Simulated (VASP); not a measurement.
GaN:

```
Ga N
1.0
     3.07524    0.00000    0.00000
    -1.53762    2.75669    0.00000
     0.00000    0.00000    5.18363
Ga N
2 2
Direct
  0.33446 0.66891 0.00066
  0.66554 0.33109 0.50066
  0.33676 0.67352 0.37434
  0.66324 0.32648 0.87434
```

This cell differs from its parent crystal: uniaxial x strain -3.4%.

Base run:

- Program: VASP 6.6.1
- Functional: PBE
- Potentials or basis: VASP PAW PBE potentials, release 64 (Ga_d, N)
- Cutoff: 520 eV
- k mesh: 12 × 12 × 6
- Occupations: fermi-dirac, width 0.02 eV
- Spin: no spin polarisation

Its results: band gap on the k mesh 1.98 eV; pressure 13.5 GPa; largest force 0.023 eV/Å.

Question: The run is repeated on the same cell with these changes: functional from PBE to r2SCAN; occupations from fermi-dirac, width 0.02 eV to gaussian, width 0.01 eV. What comes out?

Answer: Band gap on the k mesh 2.38 eV; pressure 8.4 GPa; largest force 0.019 eV/Å.

Caveats: the stress differs along the axes, from 10 to 19 GPa (at least some runs); the stress differs along the axes, from 5 to 14 GPa (at least some runs); the PAW data sets were made with another functional, which shifts forces and pressure a little (at least some runs).

